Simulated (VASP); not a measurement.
# Li2S (Fm-3m) in VASP: a series of runs, part 3 of 3

VASP 6.6.1. The steps go on from the part before.

### 5 Electric field gradients, LDA (volume scaled by 0.98)

File INCAR:

```
ALGO     = Normal         # electronic algorithm
EDIFF    = 1E-8           # SCF threshold, eV
ENCUT    = 650            # plane-wave cutoff, eV
GGA_COMPAT= False        
ISIF     = 2              # what is computed and relaxed
ISMEAR   = -1             # smearing method
LASPH    = True           # aspherical terms in the spheres
LCHARG   = False          # write CHGCAR
LEFG     = True         
LREAL    = False          # projectors in reciprocal space
LWAVE    = False          # write WAVECAR
NBANDS   = 13             # bands
NELM     = 120            # most SCF steps
PREC     = Accurate       # precision mode
SIGMA    = 0.02           # smearing width, eV
```

File KPOINTS:

```
k-points
0
Gamma
  7 7 7
```

File POSCAR:

```
Li2S
1.0
    0.0000000000      2.8348450604      2.8348450604
    2.8348450604      0.0000000000      2.8348450604
    2.8348450604      2.8348450604      0.0000000000
Li S
2 1
Direct
    0.2500000000      0.2500000000      0.2500000000
    0.7500000000      0.7500000000      0.7500000000
    0.0000000000      0.0000000000      0.0000000000
```

Potentials or basis: VASP PAW LDA potentials, release 64 (Li_sv, S).

Launch:

```bash
$ cat potpaw_LDA.64/Li_sv/POTCAR potpaw_LDA.64/S/POTCAR > POTCAR
$ mpirun -np 1 vasp_std > vasp.out
```

OUTCAR:

```text
EDIFF = 1E-8
   ENCUT = 650
   ISIF = 2
   ISMEAR = -1
   LASPH = True
   LREAL = False
   NELM = 120
   PREC = Accurate

 ion  position               nearest neighbor table
   1  0.250  0.250  0.250-   3 2.46   3 2.46   3 2.46   3 2.46
   2  0.750  0.750  0.750-   3 2.46   3 2.46   3 2.46   3 2.46
   3  0.000  0.000  0.000-   1 2.46   2 2.46   2 2.46   2 2.46   2 2.46   1 2.46   1 2.46   1 2.46

  LATTYP: Found a face centered cubic cell.
 ALAT       =     5.6696901208

  Lattice vectors:

 A1 = (   0.0000000000,   2.8348450604,   2.8348450604)
 A2 = (   2.8348450604,   0.0000000000,   2.8348450604)
 A3 = (   2.8348450604,   2.8348450604,   0.0000000000)

Analysis of symmetry for initial positions (statically):
=====================================================================
 Subroutine PRICEL returns:
 Original cell was already a primitive cell.

 Routine SETGRP: Setting up the symmetry group for a
 face centered cubic supercell.

[... 508 lines left out ...]

 POSITION                                       TOTAL-FORCE (eV/Angst)
 -----------------------------------------------------------------------------------
      1.41742      1.41742      1.41742        -0.000000     -0.000000     -0.000000
      4.25227      4.25227      4.25227         0.000000      0.000000      0.000000
      0.00000      0.00000      0.00000         0.000000      0.000000      0.000000
 -----------------------------------------------------------------------------------
    total drift:                                0.000000      0.000000      0.000000

  FREE ENERGIE OF THE ION-ELECTRON SYSTEM (eV)
  ---------------------------------------------------
  free  energy   TOTEN  =       -12.9963888874 eV

  energy  without entropy=      -12.9963888874  energy(sigma->0) =      -12.99638889

 Electric field gradients (V/A^2)
---------------------------------------------------------------------
 ion       V_xx      V_yy      V_zz      V_xy      V_xz      V_yz
---------------------------------------------------------------------
   1       0.000     0.000     0.000     0.002     0.002     0.002
   2       0.000     0.000     0.000     0.002     0.002     0.002
   3      -0.000     0.000    -0.000     0.000     0.000     0.000
---------------------------------------------------------------------

 Electric field gradients after diagonalization (V/A^2)
 (convention: |V_zz| > |V_xx| > |V_yy|)
----------------------------------------------------------------------
 ion       V_xx      V_yy      V_zz     asymmetry (V_yy - V_xx)/ V_zz
----------------------------------------------------------------------
   1      -0.002    -0.002     0.005       0.000
   2      -0.002    -0.002     0.005       0.000
   3      -0.000    -0.000     0.000       0.000
----------------------------------------------------------------------

           NMR quadrupolar parameters

 Cq : quadrupolar parameter    Cq=e*Q*V_zz/h
 eta: asymmetry parameters     (V_yy - V_xx)/ V_zz
 Q  : nuclear electric quadrupole moment in mb (millibarn)
----------------------------------------------------------------------
 ion       Cq(MHz)       eta       Q (mb)
----------------------------------------------------------------------
   1       0.000       0.000       1.000
   2       0.000       0.000       1.000
   3       0.000       0.000       1.000
----------------------------------------------------------------------
```

Wall time 8.3 s (1 thread of Intel Xeon 6975P-C (Granite Rapids), shared host); peak memory 0.17 GiB.

Results:

| Property | Result |
| --- | --- |
| Free energy | -12.9964 eV |
| Pressure | -2.4 GPa |
| Band gap on the k mesh | 3.31 eV, indirect (least direct gap 4.14 eV) |

Caveat: without QUAD_EFG the Cq values of the log hold for a quadrupole moment of 1 mb, not for the nuclei. A k mesh can miss the band edges.

### 6 Electric field gradients, LDA (volume scaled by 1.01)

File INCAR:

```
SYSTEM = Li2S
PREC     = Accurate       ! precision mode
ENCUT    = 650            ! plane-wave cutoff, eV
EDIFF    = 1E-8           ! SCF threshold, eV
ISMEAR   = -1             ! smearing method
SIGMA    = 0.02           ! smearing width, eV
LREAL    = .FALSE.        ! projectors in reciprocal space
LASPH    = .TRUE.         ! aspherical terms in the spheres
NELM     = 120            ! most SCF steps
ALGO     = Normal         ! electronic algorithm
ISIF     = 2              ! what is computed and relaxed
LWAVE    = .FALSE.        ! write WAVECAR
LCHARG   = .FALSE.        ! write CHGCAR
GGA      = CA             ! functional
LEFG     = .TRUE.       
NBANDS   = 13             ! bands
GGA_COMPAT= .FALSE.
```

File KPOINTS:

```
regular mesh
0
G
  7 7 7
  0 0 0
```

File POSCAR:

```
Li2S
1.0
    0.0000000000      2.8634817972      2.8634817972
    2.8634817972      0.0000000000      2.8634817972
    2.8634817972      2.8634817972      0.0000000000
Li S
2 1
Direct
    0.2500000000      0.2500000000      0.2500000000
    0.7500000000      0.7500000000      0.7500000000
    0.0000000000      0.0000000000      0.0000000000
```

Potentials or basis: VASP PAW LDA potentials, release 64 (Li_sv, S).

Launch:

```bash
$ cat potpaw_LDA.64/Li_sv/POTCAR potpaw_LDA.64/S/POTCAR > POTCAR
$ mpirun -np 1 vasp_std > vasp.out
```

OUTCAR:

```text
SYSTEM = Li2S
   PREC = Accurate
   ENCUT = 650
   EDIFF = 1E-8
   ISMEAR = -1
   LREAL = .FALSE.
   LASPH = .TRUE.
   NELM = 120
   ISIF = 2
   GGA = CA

 ion  position               nearest neighbor table
   1  0.250  0.250  0.250-   3 2.48   3 2.48   3 2.48   3 2.48
   2  0.750  0.750  0.750-   3 2.48   3 2.48   3 2.48   3 2.48
   3  0.000  0.000  0.000-   2 2.48   2 2.48   2 2.48   1 2.48   1 2.48   1 2.48   2 2.48   1 2.48

  LATTYP: Found a face centered cubic cell.
 ALAT       =     5.7269635944

  Lattice vectors:

 A1 = (   0.0000000000,   2.8634817972,   2.8634817972)
[... 533 lines left out ...]

 Electric field gradients (V/A^2)
---------------------------------------------------------------------
 ion       V_xx      V_yy      V_zz      V_xy      V_xz      V_yz
---------------------------------------------------------------------
   1       0.000     0.000     0.000     0.003     0.003     0.003
   2      -0.000     0.000     0.000     0.003     0.003     0.003
   3       0.000     0.000     0.000     0.000     0.000     0.000
---------------------------------------------------------------------

 Electric field gradients after diagonalization (V/A^2)
 (convention: |V_zz| > |V_xx| > |V_yy|)
----------------------------------------------------------------------
 ion       V_xx      V_yy      V_zz     asymmetry (V_yy - V_xx)/ V_zz
----------------------------------------------------------------------
   1      -0.003    -0.003     0.005       0.000
   2      -0.003    -0.003     0.005       0.000
   3      -0.000    -0.000     0.000       0.000
----------------------------------------------------------------------

           NMR quadrupolar parameters

 Cq : quadrupolar parameter    Cq=e*Q*V_zz/h
 eta: asymmetry parameters     (V_yy - V_xx)/ V_zz
 Q  : nuclear electric quadrupole moment in mb (millibarn)
----------------------------------------------------------------------
 ion       Cq(MHz)       eta       Q (mb)
----------------------------------------------------------------------
   1       0.000       0.000       1.000
   2       0.000       0.000       1.000
   3       0.000       0.000       1.000
----------------------------------------------------------------------
```

OSZICAR:

```text
N       E                     dE             d eps       ncg     rms          rms(c)
DAV:   1     0.476836860825E+02    0.47684E+02   -0.61206E+03   520   0.105E+03
DAV:   2    -0.582039338148E+01   -0.53504E+02   -0.50344E+02   626   0.201E+02
DAV:   3    -0.131361383371E+02   -0.73157E+01   -0.72654E+01   983   0.491E+01
DAV:   4    -0.133129504533E+02   -0.17681E+00   -0.17675E+00   709   0.104E+01
DAV:   5    -0.133170132661E+02   -0.40628E-02   -0.40627E-02   821   0.130E+00    0.383E+00
DAV:   6    -0.130070455884E+02    0.30997E+00   -0.50597E-01   654   0.276E+00    0.277E+00
DAV:   7    -0.129741494328E+02    0.32896E-01   -0.10709E-01   768   0.140E+00    0.162E+00
DAV:   8    -0.129726059554E+02    0.15435E-02   -0.18036E-02   697   0.744E-01    0.693E-01
DAV:   9    -0.129722092307E+02    0.39672E-03   -0.69066E-04   759   0.149E-01    0.447E-01
DAV:  10    -0.129721594392E+02    0.49791E-04   -0.29780E-04   600   0.914E-02    0.405E-02
DAV:  11    -0.129721547149E+02    0.47243E-05   -0.57677E-05   689   0.435E-02    0.686E-02
DAV:  12    -0.129721547075E+02    0.74132E-08   -0.46580E-06   712   0.152E-02    0.326E-02
DAV:  13    -0.129721544381E+02    0.26944E-06   -0.60850E-07   697   0.619E-03    0.557E-03
DAV:  14    -0.129721544151E+02    0.22954E-07   -0.71733E-08   815   0.183E-03    0.154E-03
DAV:  15    -0.129721544086E+02    0.65376E-08   -0.32427E-08   679   0.106E-03
   1 F= -.12972154E+02 E0= -.12972154E+02  d E =-.162124E-10
```

Wall time 7.9 s (1 thread of Intel Xeon 6975P-C (Granite Rapids), shared host); peak memory 0.16 GiB.

Results:

| Quantity | Value |
| --- | --- |
| Free energy | -12.9722 eV |
| Pressure | -3.4 GPa |
| Band gap on the k mesh | 3.32 eV, indirect (least direct gap 3.99 eV) |

Levels at points of the mesh, in eV from the valence-band top:
```csv
k point,band 2,band 3,band 4,band 5,band 6,band 7,band 8,band 9,band 10,band 11
"(0.00, 0.00, 0.00)",-43.18,-10.93,0.00,0.00,0.00,3.99,6.01,6.01,6.01,11.08
```

Caveat: without QUAD_EFG the Cq values of the log hold for a quadrupole moment of 1 mb, not for the nuclei. A k mesh can miss the band edges.

### 7 Overview

| cell | gap on the mesh (eV) | pressure (GPa) |
| --- | --- | --- |
| a = 4.036 Å, angles 60.0°, 3 atoms | 3.32 | -3.1 |
| a = 4.009 Å, angles 60.0°, 3 atoms | 3.31 | -2.4 |
| a = 4.050 Å, angles 60.0°, 3 atoms | 3.32 | -3.4 |

Alike in all rows: task electric field gradients; level LDA; potentials or basis VASP PAW LDA potentials, release 64 (Li_sv, S); no spin polarisation; k mesh 7 × 7 × 7; cutoff (eV) 650; smearing fermi-dirac 0.02 eV.

Absolute energies hang on the potentials; compare differences alone.
